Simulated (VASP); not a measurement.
ZrO5, 6 atoms in the cell. Symmetry: P6/mmm, No. 191, hexagonal system. The conventional cell has a = 4.171 Å, b = 4.171 Å, c = 4.129 Å, α = 90.00°, β = 90.00°, γ = 120.00°. Zr (site symmetry 6/mmm) has 14 O at 2.06 to 2.50 Å within 2.7 Å. O (site symmetry 3m) has 1 O at 1.38 Å within 1.8 Å. O (site symmetry 6/mmm) has 2 Zr at 2.06 Å and 12 O at 2.77 Å within 2.8 Å. The cell was built from a structure type or drawn by symmetry, and may not be a known phase.

```yaml
Program: VASP 6.6.1
Task: relaxation of cell and atoms
Functional: PBE
Potentials_or_basis: VASP PAW PBE potentials, release 64 (Zr_sv, O)
Cutoff: 600 eV
k_mesh: 6 × 6 × 4
Occupations: gaussian, width 0.1 eV
Spin: no spin polarisation
Dipole_correction: no
Further_INCAR_settings: ALGO = Normal; EDIFF = 1e-07; IBRION = 2; EDIFFG = -0.04; NSW = 90; ISIF = 3
```

Potentials or basis: VASP PAW PBE potentials, release 64 (Zr_sv, O).

Command:

```sh
$ cat potpaw_PBE.64/Zr_sv/POTCAR potpaw_PBE.64/O/POTCAR > POTCAR
$ mpirun -np 1 vasp_std > vasp.out
```

Hardware: 1 thread of Intel Xeon 8259CL, on a shared host.

Q: How long does it take, and how much memory?

A: It took 6.3 min on 1 thread of Intel Xeon 8259CL, on a shared host, peak memory 0.23 GiB. Counts: scf iterations 63, k points 21, ion steps 6.
